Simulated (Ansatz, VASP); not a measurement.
Ag2O in VASP and in Ansatz

```
CELL_PARAMETERS angstrom
4.70856 0.00000 0.00000
0.00000 4.70856 0.00000
0.00000 0.00000 4.70856
ATOMIC_POSITIONS crystal
Ag 0.25000 0.25000 0.25000
Ag 0.25000 0.75000 0.75000
Ag 0.75000 0.75000 0.25000
Ag 0.75000 0.25000 0.75000
O 0.00000 0.00000 0.00000
O 0.50000 0.50000 0.50000
```

Alike in both runs: functional PBEsol; k mesh 7 × 7 × 7; occupations fermi-dirac, width 0.1 eV; no spin polarisation.

Ansatz relaxed the structure, and its values are those at the end. VASP's run is a single point on that final structure, the one shown.

|  | VASP | Ansatz |
| --- | --- | --- |
| version | VASP 6.6.1 | Ansatz 0.2.0 |
| potentials or method | VASP PAW PBE potentials, release 64 (Ag, O), cutoff 600 eV | PAW plane waves |
| valence electrons in the cell | 56 | 88 |

|  | VASP | Ansatz | Ansatz less VASP |
| --- | --- | --- | --- |
| gap on the k mesh at the Fermi level (eV) | none | none | - |
| pressure (GPa) | -0.3 | 0.0 | +0.32 |

VASP's potentials were made for PBE, not for PBEsol, and Ansatz warns of the same on its side. A gap of «none» marks a metal or a gap that the smearing closes. VASP's potentials hold 56 valence electrons a cell and Ansatz's 88, so a difference there can come from the potentials and not from the codes.
